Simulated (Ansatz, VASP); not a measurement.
## Two plane-wave programs on Co

File INCAR:

```
PREC = Accurate
ENCUT = 520
EDIFF = 1E-6
ISMEAR = 0
SIGMA = 0.1
LREAL = F
LASPH = T
NELM = 150
ALGO = Normal
ISIF = 2
LWAVE = F
LCHARG = T
ISPIN = 2
MAGMOM = 2.5 2.5
LORBIT = 11
LMAXMIX = 4
GGA = PE
LELF = T
LVHAR = T
NBANDS = 20
```

Contents of KPOINTS:

```
regular mesh
0
Gamma
  13 13 7
```

The input POSCAR:

```
Co
1.0
    2.5883391615      0.0000000000      0.0000000000
   -1.2941695807      2.2415674701      0.0000000000
    0.0000000000      0.0000000000      4.2012768419
Co
2
Direct
    0.3333333333      0.6666666667      0.2500000000
    0.6666666667      0.3333333333      0.7500000000
```

Input for Ansatz:

```yaml
crystal:
  lattice:
    - [2.5883391614952953, 0.0, 0.0]
    - [-1.2941695807476477, 2.24156747009828, 0.0]
    - [0.0, 0.0, 4.201276841895869]
  atoms:
    - { symbol: Co, position: [0.3333333333333333, 0.6666666666666666, 0.25], spin: 2.5 }
    - { symbol: Co, position: [0.6666666666666666, 0.3333333333333333, 0.75], spin: 2.5 }
basis:
  ecutwfc: 571.4391111657479
kpoints:
  mp_grid:
    grid: [13, 13, 7]
hamiltonian:
  xc: pbe
magnetization:
  spin_polarized: true
scf:
  occupations:
    method: gaussian
output:
  stress: true
```

Alike in both runs: task single point; functional PBE; k mesh 13 × 13 × 7; collinear spin.

|  | VASP | Ansatz |
| --- | --- | --- |
| version | VASP 6.6.1 | Ansatz 0.2.0 |
| potentials or method | VASP PAW PBE potentials, release 64 (Co), cutoff 520 eV | plane waves, PAW |
| occupations | gaussian, width 0.1 eV | gaussian |
| valence electrons in the cell | 18 | 34 |

|  | VASP | Ansatz | Ansatz less VASP |
| --- | --- | --- | --- |
| pressure (GPa) | -19.3 | -19.1 | +0.20 |
| traceless stress, the component that is largest in VASP (GPa) | 0.12 | 0.31 | +0.196 |
| net moment per atom (μB) | 1.66 | 1.67 | +0.010 |
| size of the moment on the site where the two differ most (μB) | 1.71 | 1.76 | +0.056 |

Site moments also hang on the region over which each program counts them. VASP's potentials hold 18 valence electrons a cell and Ansatz's 34, so a difference there can come from the potentials and not from the codes.
